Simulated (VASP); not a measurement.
Sb, 1 atom in the cell. Symmetry: Im-3m, No. 229, cubic system. Conventional cell: a = 3.786 Å, b = 3.786 Å, c = 3.786 Å, α = 90.00°, β = 90.00°, γ = 90.00°. Within 4.3 Å of Sb (site symmetry m-3m) lie 14 Sb at 3.28 to 3.79 Å. This isn't the form of Sb at room conditions, which is rhombohedral.

```yaml
Program: VASP 6.6.1
Task: single point
Functional: PBE
Potentials_or_basis: VASP PAW PBE potentials, release 64 (Sb)
Cutoff: 520 eV
k_mesh: 14 × 14 × 14
Occupations: fermi-dirac, width 0.08 eV
Spin: no spin polarisation
Dipole_correction: no
Further_INCAR_settings: ALGO = Normal; EDIFF = 1e-06; NBANDS = 8
```

Potentials or basis: VASP PAW PBE potentials, release 64 (Sb).

Command:

```sh
$ cat potpaw_PBE.64/Sb/POTCAR > POTCAR
$ mpirun -np 1 vasp_std > vasp.out
```

Hardware: 1 thread of AMD EPYC 7R13, on a shared host.

Estimate the wall time of this run.

Wall time 19 s on 1 thread of AMD EPYC 7R13 (shared host), peak memory 0.12 GiB. Counts: scf iterations 9, k points 104.
